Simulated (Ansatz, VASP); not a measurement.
## P3C2: VASP beside Ansatz

```
P C
1.0
     2.93561    0.00000    0.00000
    -1.46780    2.54231    0.00000
     0.00000    0.00000    8.86133
P C
3 2
Direct
  0.00000 0.00000 0.64219
  0.00000 0.00000 0.35781
  0.66667 0.33333 0.00000
  0.66667 0.33333 0.50000
  0.33333 0.66667 0.00000
```

Change from the starting cell: species swapped into the Fe3Ge2 type (P-6m2, No. 187).

Alike in both runs: functional PBE; k mesh 6 × 6 × 4; occupations gaussian, width 0.1 eV; no spin polarisation.

Ansatz relaxed the structure, and its values are those at the end. VASP's run is a single point on that final structure, the one shown.

```csv
,VASP,Ansatz
version,VASP 6.6.1,Ansatz 0.2.0
potentials or method,"VASP PAW PBE potentials, release 64 (P, C), cutoff 520 eV","scalar-relativistic, plane waves, PAW"
valence electrons in the cell,23,23
```

```tsv
	VASP	Ansatz	Ansatz less VASP
gap on the k mesh at the Fermi level (eV)	none	none	-
pressure (GPa)	-0.4	0.0	+0.45
rms of the force components (eV/Å)	0.020	0.000	-0.0199
```

A gap of «none» marks a metal or a gap that the smearing closes.

The k mesh is coarse, so the values compare programs but aren't converged.
